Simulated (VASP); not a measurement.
Wanted: the native input for a VASP 6.6.1 run.

```yaml
Task: electric field gradients
Functional: PBE
Potentials_or_basis: VASP PAW PBE potentials, release 64 (Mg)
Cutoff: 520 eV
k_mesh: 16 × 16 × 16
Occupations: fermi-dirac, width 0.03 eV
Spin: no spin polarisation
Dipole_correction: no
Further_INCAR_settings: ALGO = Normal; EDIFF = 1e-08; NBANDS = 7
```

The structure of Mg lies in POSCAR:

```
Mg
1.0
    0.0000000000      2.1988317276      2.1988317276
    2.1988317276      0.0000000000      2.1988317276
    2.1988317276      2.1988317276      0.0000000000
Mg
1
Direct
    0.0000000000      0.0000000000      0.0000000000
```

This cell differs from its parent crystal: volume scaled by 0.9405.

One way to write it, as run:

INCAR

```
SYSTEM = Mg
ALGO     = Normal         ! electronic algorithm
EDIFF    = 1E-8           ! SCF threshold, eV
ENCUT    = 520            ! plane-wave cutoff, eV
GGA      = PE             ! functional
ISIF     = 2              ! what is computed and relaxed
ISMEAR   = -1             ! smearing method
LASPH    = .True.         ! aspherical terms in the spheres
LCHARG   = .False.        ! write CHGCAR
LEFG     = .True.       
LREAL    = .False.        ! projectors in reciprocal space
LWAVE    = .False.        ! write WAVECAR
NBANDS   = 7              ! bands
NELM     = 80             ! most SCF steps
PREC     = Accurate       ! precision mode
SIGMA    = 0.03           ! smearing width, eV
```

KPOINTS

```
k-points
0
Gamma
  16 16 16
  0 0 0
```

Potentials or basis: VASP PAW PBE potentials, release 64 (Mg).

Command:

```sh
$ cat potpaw_PBE.64/Mg/POTCAR > POTCAR
$ mpirun -np 1 vasp_std > vasp.out
```

It gave:

```
Pressure               : 3.4 GPa
Band gap on the k mesh : zero (band 1 reaches 4.52 eV, above the bottom of band 2 at 1.75 eV)
```

Caveat: without QUAD_EFG the Cq values of the log hold for a quadrupole moment of 1 mb, not for the nuclei.

Run time: 5.5 s on 1 thread of Intel(R) Xeon(R) 6975P-C (Granite Rapids) (shared host), peak memory 0.14 GiB.
